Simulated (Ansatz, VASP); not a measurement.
One calculation of W, two programs

```
W
1.0
     0.00000    2.03000    2.03000
     2.03000    0.00000    2.03000
     2.03000    2.03000    0.00000
W
1
Direct
  0.00000 0.00000 0.00000
```

Alike in both runs: task single point; functional PBE; k mesh 22 × 22 × 22; occupations methfessel-paxton of order 1, width 0.2 eV; no spin polarisation.

```csv
,VASP,Ansatz
version,VASP 6.6.1,Ansatz 0.2.0
potentials or method,"VASP PAW PBE potentials, release 64 (W_sv), cutoff 520 eV","scalar-relativistic, plane waves, PAW"
valence electrons in the cell,14,14
```

VASP gave:

```
gap on the k mesh at the Fermi level (eV) : none
pressure (GPa)                            : -4.4
```

**Question.** What did Ansatz give for the same quantities?

**Answer.** gap on the k mesh at the Fermi level (eV): none; pressure (GPa): -4.9.

A gap of «none» marks a metal or a gap that the smearing closes.

Spin-orbit coupling is off throughout.
